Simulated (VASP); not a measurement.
# BP (F-43m) in VASP: further runs, part 2 of 2

VASP 6.6.1.

**3. Single point, PBE (volume scaled by 0.960)**

INCAR

```
  ALGO = Normal
  EDIFF = 1E-6
  ENCUT = 520
  GGA = PE
  ISIF = 2
  ISMEAR = 0
  LASPH = True
  LCHARG = False
  LREAL = False
  LWAVE = False
  NBANDS = 11
  NELM = 80
  PREC = Accurate
  SIGMA = 0.05
```

KPOINTS

```
k-points
0
Gamma
  12 12 12
```

POSCAR

```
BP
1.0
    0.0000000000      2.2434749487      2.2434749487
    2.2434749487      0.0000000000      2.2434749487
    2.2434749487      2.2434749487      0.0000000000
B P
1 1
Direct
    0.0000000000      0.0000000000      0.0000000000
    0.7500000000      0.7500000000      0.7500000000
```

Potentials or basis: VASP PAW PBE potentials, release 64 (B, P).

Launch:

```console
> cat potpaw_PBE.64/B/POTCAR potpaw_PBE.64/P/POTCAR > POTCAR
> mpirun -np 1 vasp_std > vasp.out
```

It took 12 s on 1 thread of AMD EPYC 7R43 (Zen 3), shared host; peak memory 0.11 GiB.

Results (log left out):

- Free energy: -12.9119 eV
- Pressure: 6.9 GPa
- Band gap on the k mesh: 1.19 eV, indirect (least direct gap 3.45 eV)

Levels at points of the mesh, in eV from the valence-band top:
| k point | band 1 | band 2 | band 3 | band 4 | band 5 | band 6 | band 7 | band 8 |
| --- | --- | --- | --- | --- | --- | --- | --- | --- |
| (0.00, 0.00, 0.00) | -15.77 | 0.00 | 0.00 | 0.00 | 3.45 | 3.45 | 3.45 | 7.90 |
| (0.50, 0.00, 0.00) | -12.31 | -9.28 | -1.80 | -1.80 | 3.99 | 4.74 | 4.74 | 10.24 |
| (0.50, 0.50, 0.00) | -10.73 | -8.76 | -4.24 | -4.24 | 1.26 | 1.63 | 12.44 | 12.44 |

Caveat: the cell differs from its parent crystal (volume scaled by 0.960). A k mesh can miss the band edges.

**4. Single point, PBE (volume scaled by 1.020)**

INCAR

```
SYSTEM = BP
ALGO = Normal ; EDIFF = 1E-7
ENCUT = 520 ; GGA = PE
ISIF = 2 ; ISMEAR = 0
LASPH = .True. ; LCHARG = .False.
LREAL = .False. ; LWAVE = .False.
NBANDS = 11 ; NELM = 80
PREC = Accurate ; SIGMA = 0.05
```

KPOINTS

```
k-points
0
Gamma
  12 12 12
  0 0 0
```

POSCAR

```
BP
1.0
    0.0000000000      2.2892727426      2.2892727426
    2.2892727426      0.0000000000      2.2892727426
    2.2892727426      2.2892727426      0.0000000000
B P
1 1
Direct
    0.0000000000      0.0000000000      0.0000000000
    0.7500000000      0.7500000000      0.7500000000
```

Launch:

```console
> cat potpaw_PBE.64/B/POTCAR potpaw_PBE.64/P/POTCAR > POTCAR
> mpirun -np 1 vasp_std > vasp.out
```

It took 14 s on 1 thread of AMD EPYC 7R43 (Zen 3), shared host; peak memory 0.11 GiB.

The run converged. Its results:

| Property | Result |
| --- | --- |
| Free energy | -12.9261 eV |
| Pressure | -3.3 GPa |
| Band gap on the k mesh | 1.27 eV, indirect (least direct gap 3.36 eV) |

Levels at points of the mesh, in eV from the valence-band top:
```csv
k point,band 1,band 2,band 3,band 4,band 5,band 6,band 7,band 8,band 9
"(0.00, 0.00, 0.00)",-15.22,0.00,0.00,0.00,3.36,3.36,3.36,6.97,11.34
"(0.50, 0.00, 0.00)",-12.00,-8.84,-1.72,-1.72,3.62,4.70,4.70,10.03,14.45
"(0.50, 0.50, 0.00)",-10.51,-8.45,-4.02,-4.02,1.38,1.68,11.87,11.87,14.91
```

Caveat: the cell differs from its parent crystal (volume scaled by 1.020). A k mesh can miss the band edges.

**5. Single point, PBE**

This run uses another cell than the first one, of 11.76 Å³/atom, 1.020 times its volume.

INCAR

```
SYSTEM = BP
  PREC = Accurate
  ENCUT = 520
  EDIFF = 1E-7
  ISMEAR = 0
  SIGMA = 0.05
  LREAL = .False.
  LASPH = .True.
  NELM = 80
  ALGO = Normal
  ISIF = 2
  LWAVE = .False.
  LCHARG = .False.
  GGA = PE
  NBANDS = 11
```

KPOINTS

```
regular mesh
0
Gamma
  12 12 12
  0 0 0
```

POSCAR

```
BP
1.0
    0.0000000000      2.2742113017      2.2742113017
    2.2742113017      0.0000000000      2.2742113017
    2.2742113017      2.2742113017      0.0000000000
B P
1 1
Direct
    0.0000000000      0.0000000000      0.0000000000
    0.7500000000      0.7500000000      0.7500000000
```

Potentials or basis: VASP PAW PBE potentials, release 64 (B, P).

Launch:

```console
> cat potpaw_PBE.64/B/POTCAR potpaw_PBE.64/P/POTCAR > POTCAR
> mpirun -np 1 vasp_std > vasp.out
```

OUTCAR:

```text
SYSTEM = BP
   PREC = Accurate
   ENCUT = 520
   EDIFF = 1E-7
   ISMEAR = 0
   LREAL = .False.
   LASPH = .True.
   NELM = 80
   ISIF = 2
   GGA = PE

 ion  position               nearest neighbor table
   1  0.000  0.000  0.000-   2 1.97   2 1.97   2 1.97   2 1.97
   2  0.750  0.750  0.750-   1 1.97   1 1.97   1 1.97   1 1.97

  LATTYP: Found a face centered cubic cell.
 ALAT       =     4.5484226034

  Lattice vectors:

 A1 = (   0.0000000000,   2.2742113017,   2.2742113017)
 A2 = (   2.2742113017,   0.0000000000,   2.2742113017)
 A3 = (   2.2742113017,   2.2742113017,   0.0000000000)
[... 512 lines left out ...]
      7      13.6176      0.00000
      8      17.7109      0.00000
      9      19.2638      0.00000
     10      20.1290      0.00000
     11      23.4156      0.00000

 [... further k-points ...]
[... 5 lines left out ...]
  --------------------------------------------------------------------------------------
  -------------------------------------------------------------------------------------
  Total       -0.0334099     -0.0334099     -0.0334099      0.0000000     -0.0000000     -0.0000000
  in kB       -2.2754263     -2.2754263     -2.2754263      0.0000000     -0.0000000     -0.0000000
  external PRESSURE =      -2.2754263 kB  Pullay stress =       0.0000000 kB

 VOLUME and BASIS-vectors are now :
 -----------------------------------------------------------------------------
  energy-cutoff  :      520.00
  volume of cell :       23.52
      direct lattice vectors                 reciprocal lattice vectors
     0.000000000  2.274211302  2.274211302    -0.219856440  0.219856440  0.219856440
     2.274211302  0.000000000  2.274211302     0.219856440 -0.219856440  0.219856440
     2.274211302  2.274211302  0.000000000     0.219856440  0.219856440 -0.219856440

 POSITION                                       TOTAL-FORCE (eV/Angst)
 -----------------------------------------------------------------------------------
      0.00000      0.00000      0.00000        -0.000000     -0.000000     -0.000000
      3.41132      3.41132      3.41132         0.000000      0.000000      0.000000
 -----------------------------------------------------------------------------------
    total drift:                               -0.000000     -0.000000     -0.000000

  FREE ENERGIE OF THE ION-ELECTRON SYSTEM (eV)
  ---------------------------------------------------
  free  energy   TOTEN  =       -12.9311636349 eV

  energy  without entropy=      -12.9311636349  energy(sigma->0) =      -12.93116363
```

OSZICAR:

```text
N       E                     dE             d eps       ncg     rms          rms(c)
DAV:   1     0.867254329642E+01    0.86725E+01   -0.39514E+03  1584   0.655E+02
DAV:   2    -0.130163994353E+02   -0.21689E+02   -0.20921E+02  2143   0.107E+02
DAV:   3    -0.136216655666E+02   -0.60527E+00   -0.60364E+00  2022   0.155E+01
DAV:   4    -0.136239985420E+02   -0.23330E-02   -0.23327E-02  1819   0.113E+00
DAV:   5    -0.136240102420E+02   -0.11700E-04   -0.11700E-04  1996   0.811E-02    0.713E+00
DAV:   6    -0.130270669921E+02    0.59694E+00   -0.13709E+00  1794   0.504E+00    0.385E+00
DAV:   7    -0.129383746450E+02    0.88692E-01   -0.22643E-01  1975   0.237E+00    0.132E+00
DAV:   8    -0.129306326442E+02    0.77420E-02   -0.26291E-02  1864   0.923E-01    0.191E-01
DAV:   9    -0.129309558507E+02   -0.32321E-03   -0.70820E-04  1856   0.179E-01    0.121E-01
DAV:  10    -0.129311521448E+02   -0.19629E-03   -0.24865E-04  1778   0.989E-02    0.281E-02
DAV:  11    -0.129311626779E+02   -0.10533E-04   -0.11234E-05  2023   0.222E-02    0.327E-02
DAV:  12    -0.129311636886E+02   -0.10107E-05   -0.45872E-06  1773   0.105E-02    0.136E-02
DAV:  13    -0.129311635680E+02    0.12059E-06   -0.12311E-07  1513   0.230E-03    0.574E-03
DAV:  14    -0.129311636349E+02   -0.66894E-07   -0.42018E-08   930   0.117E-03
   1 F= -.12931164E+02 E0= -.12931164E+02  d E =-.644459E-12
```

Wall time 14 s (1 thread of AMD EPYC 7R43 (Zen 3), shared host); peak memory 0.11 GiB.

What came out:

* Free energy: -12.9312 eV
* Pressure: -0.2 GPa
* Band gap on the k mesh: 1.25 eV, indirect (least direct gap 3.39 eV)

**6. Overview**

| cell | gap on the mesh (eV) | pressure (GPa) |
| --- | --- | --- |
| a = 3.195 Å, angles 60.0°, 2 atoms | 1.22 | 3.1 |
| a = 3.173 Å, angles 60.0°, 2 atoms | 1.19 | 6.9 |
| a = 3.238 Å, angles 60.0°, 2 atoms | 1.27 | -3.3 |
| a = 3.216 Å, angles 60.0°, 2 atoms | 1.25 | -0.2 |

Alike in all rows: task single point; level PBE; potentials or basis VASP PAW PBE potentials, release 64 (B, P); no spin polarisation; k mesh 12 × 12 × 12; cutoff (eV) 520; smearing gaussian 0.05 eV.

Total energies depend on the potentials used, so only differences within one code and one set of settings carry meaning.
